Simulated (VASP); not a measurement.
Set up this calculation in VASP 6.6.1, as the native input.

```yaml
Task: relaxation of cell and atoms
Functional: r2SCAN
Potentials_or_basis: VASP PAW PBE potentials, release 64 (Sn_d)
Cutoff: 550 eV
k_mesh: 16 × 16 × 16
Occupations: gaussian, width 0.1 eV
Spin: no spin polarisation
Dipole_correction: no
Further_INCAR_settings: ALGO = Normal; EDIFF = 1e-07; IBRION = 2; EDIFFG = -0.01; NSW = 100; ISIF = 3
```

The system is Sn.

```
Sn
1.0
    -2.02919    2.02919    1.66076
     2.02919   -2.02919    1.66076
     2.02919    2.02919   -1.66076
Sn
1
Direct
  0.00000 0.00000 0.00000
```

The input as run:

POSCAR

```
Sn
1.0
   -2.0291894110      2.0291894110      1.6607599896
    2.0291894110     -2.0291894110      1.6607599896
    2.0291894110      2.0291894110     -1.6607599896
Sn
1
Direct
    0.0000000000      0.0000000000      0.0000000000
```

INCAR.step1

```
PREC = Accurate
ENCUT = 550
ISMEAR = 0
SIGMA = 0.1
LREAL = F
LASPH = T
NELM = 120
GGA = PE
ALGO = Normal
EDIFF = 1E-5
LWAVE = T
LCHARG = F
GGA_COMPAT = F
IBRION = 2
ISIF = 3
EDIFFG = -0.005
NELMIN = 4
NSW = 100
```

INCAR.step2

```
PREC = Accurate
ENCUT = 550
EDIFF = 1E-7
ISMEAR = 0
SIGMA = 0.1
LREAL = F
LASPH = T
NELM = 120
ALGO = Normal
ISIF = 3
LWAVE = F
LCHARG = F
METAGGA = R2SCAN
LMIXTAU = T
IBRION = 2
NSW = 100
EDIFFG = -0.01
ISTART = 1
GGA_COMPAT = F
NELMIN = 4
```

KPOINTS

```
regular mesh
0
Gamma
  16 16 16
```

Potentials or basis: VASP PAW PBE potentials, release 64 (Sn_d).

Command:

```sh
$ cat potpaw_PBE.64/Sn_d/POTCAR > POTCAR
$ cp INCAR.step1 INCAR
$ mpirun -np 1 vasp_std > vasp.out
$ cp INCAR.step2 INCAR
$ mpirun -np 1 vasp_std > vasp.out
```

It gave:

```yaml
Relaxed_volume: 27.17 Å³/atom
Relaxed_cell: a = 3.308 Å, b = 3.308 Å, c = 3.308 Å, α = 104.52°, β = 104.52°, γ = 119.90°
Space_group_after_relaxing_to_0.1_Å: I4/mmm (No. 139)
Energy_gained_by_relaxing: 0.2 meV/atom
Ionic_steps: 3
Pressure_after_relaxing: 0.0 GPa
Band_gap_on_the_k_mesh: zero (bands 7 and 8 overlap by 9.50 eV)
```

Caveat: the PAW data sets were made with another functional, which shifts forces and pressure a little; spin-orbit coupling is left out, which moves the levels of the heavy elements.

Run time: 62 min on 1 thread of Oxide Virtual Turin-like Processor (shared host), peak memory 0.22 GiB.
